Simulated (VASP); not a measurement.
Set up this calculation in VASP 6.6.1, as the native input.

* Task: relaxation of cell and atoms
* Functional: PBEsol
* Potentials or basis: VASP PAW PBE potentials, release 64 (Rb_sv, Br)
* Cutoff: 600 eV
* k mesh: 6 × 6 × 6
* Occupations: gaussian, width 0.01 eV
* Spin: no spin polarisation
* Target pressure: 40 GPa
* Dipole correction: no
* Further INCAR settings: ALGO = Normal; EDIFF = 1e-06; IBRION = 2; EDIFFG = -0.001; NSW = 80; ISIF = 3

The structure of RbBr lies in POSCAR:

```
RbBr
1.0
    0.0000000000      3.4222213902      3.4222213902
    3.4222213902      0.0000000000      3.4222213902
    3.4222213902      3.4222213902      0.0000000000
Rb Br
1 1
Direct
    0.0000000000      0.0000000000      0.0000000000
    0.5000000000      0.5000000000      0.5000000000
```

These files were run (other wordings do the same):

INCAR

```
  ALGO = Normal
  EDIFF = 1E-6
  EDIFFG = -0.001
  ENCUT = 600
  GGA = PS
  IBRION = 2
  ISIF = 3
  ISMEAR = 0
  LASPH = T
  LCHARG = F
  LREAL = F
  LWAVE = F
  NELM = 60
  NSW = 80
  PREC = Accurate
  PSTRESS = 400.0
  SIGMA = 0.01
```

KPOINTS

```
k-points
0
Gamma
  6 6 6
```

Potentials or basis: VASP PAW PBE potentials, release 64 (Rb_sv, Br).

Launch:

```bash
$ cat potpaw_PBE.64/Rb_sv/POTCAR potpaw_PBE.64/Br/POTCAR > POTCAR
$ mpirun -np 1 vasp_std > vasp.out
```

It gave:

| Property | Result |
| --- | --- |
| Relaxed volume | 21.89 Å³/atom |
| Relaxed cell | a = 3.956 Å, b = 3.956 Å, c = 3.956 Å, α = 60.00°, β = 60.00°, γ = 60.00° |
| Space group after relaxing (to 0.1 Å) | Fm-3m (No. 225) |
| Energy change on relaxing (the run minimises the enthalpy) | +1245.3 meV/atom |
| Ionic steps | 12 |
| Pressure after relaxing | 40.0 GPa |
| Band gap on the k mesh | 3.47 eV |

Caveat: the cell is relaxed towards a set pressure, so the run minimises the enthalpy, not the energy; the volume moved by over 15 % at a fixed basis, so the end points are rough; the PAW data sets were made with another functional, which shifts forces and pressure a little.

Run time: 4.6 min on 1 thread of Intel Xeon 8259CL (shared host), peak memory 0.3 GiB.
